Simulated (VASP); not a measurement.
# Lu (Fm-3m) in VASP: single point with LDA

Aim: the single point of Lu with LDA.

Everything below comes from runs of VASP 6.6.1. Logs are shortened: lines on timing, memory, paths and dates and some standing lists are left out, and cuts for length are marked.

## 1. The cell of the first run

It takes space group Fm-3m (No. 225, cubic). The conventional cell has a = 5.033 Å, b = 5.033 Å, c = 5.033 Å, α = 90.00°, β = 90.00°, γ = 90.00°. Within 4.7 Å of Lu (site symmetry m-3m) lie 12 Lu at 3.56 Å.

## 2. Single point, LDA

INCAR

```
SYSTEM = Lu
PREC     = Accurate       ! precision mode
ENCUT    = 520            ! plane-wave cutoff, eV
EDIFF    = 1E-6           ! SCF threshold, eV
ISMEAR   = -1             ! smearing method
SIGMA    = 0.1            ! smearing width, eV
LREAL    = .False.        ! projectors in reciprocal space
LASPH    = .True.         ! aspherical terms in the spheres
NELM     = 100            ! most SCF steps
ALGO     = Normal         ! electronic algorithm
ISIF     = 2              ! what is computed and relaxed
LWAVE    = .False.        ! write WAVECAR
LCHARG   = .False.        ! write CHGCAR
GGA      = CA             ! functional
NBANDS   = 18             ! bands
```

KPOINTS

```
regular mesh
0
Gamma
  10 10 10
  0 0 0
```

POSCAR

```
Lu
1.0
    0.0000000000      2.5165000000      2.5165000000
    2.5165000000      0.0000000000      2.5165000000
    2.5165000000      2.5165000000      0.0000000000
Lu
1
Direct
    0.0000000000      0.0000000000      0.0000000000
```

Potentials or basis: VASP PAW PBE potentials, release 64 (Lu).

On the command line:

```bash
cat potpaw_PBE.64/Lu/POTCAR > POTCAR
mpirun -np 1 vasp_std > vasp.out
```

OUTCAR:

```text
SYSTEM = Lu
   PREC = Accurate
   ENCUT = 520
   EDIFF = 1E-6
   ISMEAR = -1
   LREAL = .False.
   LASPH = .True.
   NELM = 100
   ISIF = 2
   GGA = CA

 ion  position               nearest neighbor table
   1  0.000  0.000  0.000-

  LATTYP: Found a face centered cubic cell.
 ALAT       =     5.0330000000

  Lattice vectors:

 A1 = (   0.0000000000,   2.5165000000,   2.5165000000)
 A2 = (   2.5165000000,   0.0000000000,   2.5165000000)
 A3 = (   2.5165000000,   2.5165000000,   0.0000000000)

Analysis of symmetry for initial positions (statically):
=====================================================================
 Subroutine PRICEL returns:
 Original cell was already a primitive cell.

 Routine SETGRP: Setting up the symmetry group for a
 face centered cubic supercell.

 Subroutine GETGRP returns: Found 48 space group operations
 (whereof 48 operations were pure point group operations)
 out of a pool of 48 trial point group operations.

The static configuration has the point symmetry O_h .

Analysis of symmetry for dynamics (positions and initial velocities):
=====================================================================
 Subroutine PRICEL returns:
 Original cell was already a primitive cell.

 Routine SETGRP: Setting up the symmetry group for a
 face centered cubic supercell.

 Subroutine GETGRP returns: Found 48 space group operations
 (whereof 48 operations were pure point group operations)
 out of a pool of 48 trial point group operations.

The dynamic configuration has the point symmetry O_h .

 Subroutine INISYM returns: Found 48 space group operations
 (whereof 48 operations are pure point group operations),
 and found     1 'primitive' translations

----------------------------------------------------------------------------------------

                                     Primitive cell

  volume of cell :      31.8728

  direct lattice vectors                    reciprocal lattice vectors
     0.000000000  2.516500000  2.516500000    -0.198688655  0.198688655  0.198688655
     2.516500000  0.000000000  2.516500000     0.198688655 -0.198688655  0.198688655
     2.516500000  2.516500000  0.000000000     0.198688655  0.198688655 -0.198688655

  length of vectors
     3.558868430  3.558868430  3.558868430     0.344138845  0.344138845  0.344138845

  position of ions in fractional coordinates (direct lattice)
     0.000000000  0.000000000  0.000000000

  ion indices of the primitive-cell ions
   primitive index   ion index
                 1           1

----------------------------------------------------------------------------------------

 KPOINTS: regular mesh

Automatic generation of k-mesh.
 Grid dimensions read from file:
 generate k-points for:   10   10   10

 Generating k-lattice:

  Cartesian coordinates                     Fractional coordinates (reciprocal lattice)
    -0.019868865  0.019868865  0.019868865     0.100000000  0.000000000  0.000000000
     0.019868865 -0.019868865  0.019868865     0.000000000  0.100000000  0.000000000
     0.019868865  0.019868865 -0.019868865     0.000000000  0.000000000  0.100000000

  Length of vectors
     0.034413885  0.034413885  0.034413885

  Shift w.r.t. Gamma in fractional coordinates (k-lattice)
     0.000000000  0.000000000  0.000000000

 Subroutine IBZKPT returns following result:
 ===========================================

 Found     47 irreducible k-points:

 Following reciprocal coordinates:
            Coordinates               Weight
  0.000000  0.000000  0.000000      1.000000
  0.100000  0.000000  0.000000      8.000000
  0.200000  0.000000  0.000000      8.000000
  0.300000  0.000000  0.000000      8.000000
  0.400000  0.000000  0.000000      8.000000
  0.500000  0.000000  0.000000      4.000000
[... 16 lines left out ...]
  0.300000  0.300000  0.000000      6.000000
  0.400000  0.300000  0.000000     24.000000
 [... further k-points ...]
   k-points           NKPTS =     47   k-points in BZ     NKDIM =     47   number of bands    NBANDS=     18
   number of dos      NEDOS =    301   number of ions     NIONS =      1
   total plane-waves  NPLWV =  21952
   dimension x,y,z NGX =    28 NGY =   28 NGZ =   28
   dimension x,y,z NGXF=    56 NGYF=   56 NGZF=   56
   ions per type =               1
   NGX,Y,Z   is equivalent  to a cutoff of  13.08, 13.08, 13.08 a.u.
   NGXF,Y,Z  is equivalent  to a cutoff of  26.16, 26.16, 26.16 a.u.
 SYSTEM =  Lu
   PREC   = accura    normal or accurate (medium, high low for compatibility)
   ISTART =      0    job   : 0-new  1-cont  2-samecut
   ICHARG =      2    charge: 1-file 2-atom 10-const
   ISPIN  =      1    spin polarized calculation?
   LNONCOLLINEAR =      F non collinear calculations
   LSORBIT =      F    spin-orbit coupling
   LASPH  =      T    aspherical Exc in radial PAW
   ENCUT  =  520.0 eV  38.22 Ry    6.18 a.u.   6.62  6.62  6.62*2*pi/ulx,y,z
   NELM   =    100;   NELMIN=  2; NELMDL= -5     # of ELM steps
   EDIFF  = 0.1E-05   stopping-criterion for ELM
   LREAL  =      F    real-space projection
   EDIFFG = 0.1E-04   stopping-criterion for IOM
   NSW    =      0    number of steps for IOM
   IBRION =     -1    ionic relax: 0-MD 1-quasi-New 2-CG
   NFREE  =      0    steps in history (QN), initial steepest desc. (CG)
   ISIF   =      2    stress and relaxation
   ISYM   =      2    0-nonsym 1-usesym 2-fastsym
   POTIM  = 0.5000    time-step for ionic-motion
   TEBEG  =    0.0;   TEEND  =   0.0 temperature during run
   PSTRESS=    0.0 pullay stress
   NELECT =      25.0000    total number of electrons
   NUPDOWN=      -1.0000    fix difference up-down
   EMIN   =  10.00;   EMAX   =-10.00  energy-range for DOS
   EFERMI =   0.00;   METHOD = LEGACY
   ISMEAR =    -1;   SIGMA  =   0.10  broadening in eV -4-tet -1-fermi 0-gaus
   EFERMI_NEDOS =   21; number of points for ismear=-14 and -15
   IALGO  =     38    algorithm
   IMIX   =      4    mixing-type and parameters
     AMIX     =   0.40;   BMIX     =  1.00
     AMIX_MAG =   1.60;   BMIX_MAG =  1.00
  volume/ion in A,a.u.               =      31.87       215.09
  Fermi-wavevector in a.u.,A,eV,Ry     =   1.509783  2.853076 31.013733  2.279445
  Thomas-Fermi vector in A             =   2.620060
   LORBIT       =      0    0 simple, 1 ext, 2 COOP (PROOUT), +10 PAW based schemes
   GGA     = CA    functional components
   LHFCALC =     F    Hartree Fock is set to
   AEXX    =    0.0000 exact exchange contribution
   IVDW    =     0    specifies the selected vdW correction
   LEPSILON=     F    determine dielectric tensor
   LRPA    =     F    only Hartree local field effects (RPA)
 non-spin polarized calculation
  energy-cutoff  :      520.00
  volume of cell :       31.87
 maximum number of plane-waves:       889
   NGX = 13   NGY = 13   NGZ = 13

 number of electron      25.0000002 magnetization

 Free energy of the ion-electron system (eV)
  ---------------------------------------------------
  ext. energy  EPLUGINS =         0.00000000
  ---------------------------------------------------
  free energy    TOTEN  =        -5.02236632 eV

  energy without entropy =       -4.96398921  energy(sigma->0) =       -4.99317776

 E-fermi :   1.6449     XC(G=0): -10.5391

 val. band max:        1.5596232500   @ k =  -0.3000   0.5000   0.2000
 cond. band min:       1.6529073774   @ k =  -0.4000   0.4000   0.2000
 fundamental gap:      0.0932841273
 Fermi energy:         1.6448897515

 k-point     1 :       0.0000    0.0000    0.0000
  band No.  band energies     occupation
      1     -54.5248      2.00000
      2     -25.1784      2.00000
      3     -25.1784      2.00000
      4     -25.1784      2.00000
      5      -4.1579      2.00000
      6      -3.6230      2.00000
[... 10 lines left out ...]
     17       5.7624      0.00000
     18      11.6356      0.00000

 k-point     2 :       0.1000    0.0000    0.0000
  band No.  band energies     occupation
      1     -54.5230      2.00000
      2     -25.2149      2.00000
      3     -25.1833      2.00000
      4     -25.1833      2.00000
      5      -3.9066      2.00000
      6      -3.6186      2.00000
[... 10 lines left out ...]
     17       5.6431      0.00000
     18      12.1849      0.00000

 k-point     3 :       0.2000    0.0000    0.0000
  band No.  band energies     occupation
      1     -54.5180      2.00000
      2     -25.3093      2.00000
      3     -25.1962      2.00000
      4     -25.1962      2.00000
      5      -3.6093      2.00000
      6      -3.5890      2.00000
[... 10 lines left out ...]
     17       5.5844      0.00000
     18      11.8444      0.00000

 k-point     4 :       0.3000    0.0000    0.0000
  band No.  band energies     occupation
      1     -54.5119      2.00000
      2     -25.4234      2.00000
      3     -25.2120      2.00000
      4     -25.2120      2.00000
      5      -3.6083      2.00000
      6      -3.5770      2.00000
[... 10 lines left out ...]
     17       6.0899      0.00000
     18      10.5006      0.00000

 k-point     5 :       0.4000    0.0000    0.0000
  band No.  band energies     occupation
      1     -54.5069      2.00000
      2     -25.5137      2.00000
      3     -25.2247      2.00000
      4     -25.2247      2.00000
      5      -3.6122      2.00000
      6      -3.5857      2.00000
[... 10 lines left out ...]
     17       6.9038      0.00000
     18       9.3030      0.00000

 k-point     6 :       0.5000    0.0000    0.0000
  band No.  band energies     occupation
      1     -54.5050      2.00000
      2     -25.5478      2.00000
      3     -25.2296      2.00000
      4     -25.2296      2.00000
      5      -3.6140      2.00000
      6      -3.5907      2.00000
[... 307 lines left out ...]
 k-point    21 :      -0.3000    0.2000    0.0000
  band No.  band energies     occupation
      1     -54.5050      2.00000
      2     -25.4610      2.00000
      3     -25.3176      2.00000
      4     -25.2298      2.00000
      5      -3.5972      2.00000
      6      -3.5894      2.00000
[... 10 lines left out ...]
     17       7.7571      0.00000
     18       9.6595      0.00000

 k-point    22 :      -0.2000    0.2000    0.0000
  band No.  band energies     occupation
      1     -54.5098      2.00000
      2     -25.4055      2.00000
      3     -25.2822      2.00000
      4     -25.2104      2.00000
      5      -3.5929      2.00000
      6      -3.5898      2.00000
[... 10 lines left out ...]
     17       7.1583      0.00000
     18      11.0730      0.00000

 k-point    23 :       0.3000    0.3000    0.0000
  band No.  band energies     occupation
      1     -54.5076      2.00000
      2     -25.4122      2.00000
      3     -25.2674      2.00000
      4     -25.2674      2.00000
      5      -3.5783      2.00000
      6      -3.5756      2.00000
[... 10 lines left out ...]
     17       6.7204      0.00000
     18      12.9582      0.00000

 k-point    24 :       0.4000    0.3000    0.0000
  band No.  band energies     occupation
      1     -54.5037      2.00000
      2     -25.4609      2.00000
      3     -25.2943      2.00000
      4     -25.2827      2.00000
      5      -3.5786      2.00000
      6      -3.5769      2.00000
[... 10 lines left out ...]
     17       7.2123      0.00000
     18      10.4052      0.00000

 [... further k-points ...]

------------------------ aborting loop because EDIFF is reached ----------------------------------------

  FORCE on cell =-STRESS in cart. coord.  units (eV):
  Direction    XX          YY          ZZ          XY          YZ          ZX
  --------------------------------------------------------------------------------------
  -------------------------------------------------------------------------------------
  Total       -1.5038624     -1.5038624     -1.5038624      0.0000000     -0.0000000      0.0000000
  in kB      -75.5958395    -75.5958395    -75.5958395      0.0000000     -0.0000000      0.0000000
  external PRESSURE =     -75.5958395 kB  Pullay stress =       0.0000000 kB

 VOLUME and BASIS-vectors are now :
 -----------------------------------------------------------------------------
  energy-cutoff  :      520.00
  volume of cell :       31.87
      direct lattice vectors                 reciprocal lattice vectors
     0.000000000  2.516500000  2.516500000    -0.198688655  0.198688655  0.198688655
     2.516500000  0.000000000  2.516500000     0.198688655 -0.198688655  0.198688655
     2.516500000  2.516500000  0.000000000     0.198688655  0.198688655 -0.198688655

 POSITION                                       TOTAL-FORCE (eV/Angst)
 -----------------------------------------------------------------------------------
      0.00000      0.00000      0.00000         0.000000     -0.000000      0.000000
 -----------------------------------------------------------------------------------
    total drift:                               -0.000000     -0.000000     -0.000000

  FREE ENERGIE OF THE ION-ELECTRON SYSTEM (eV)
  ---------------------------------------------------
  free  energy   TOTEN  =        -5.0223663155 eV

  energy  without entropy=       -4.9639892087  energy(sigma->0) =       -4.99317776
```

Run time: 12 s. Hardware: 1 thread of AMD EPYC 9R45 (Zen 5), shared host; peak memory 0.14 GiB.

What came out:

| Item | Value |
| --- | --- |
| Free energy | -5.0224 eV |
| Pressure | -7.6 GPa |

Caveat: the PAW data sets were made with another functional, which shifts forces and pressure a little; spin-orbit coupling is left out, which moves the levels of the heavy elements.
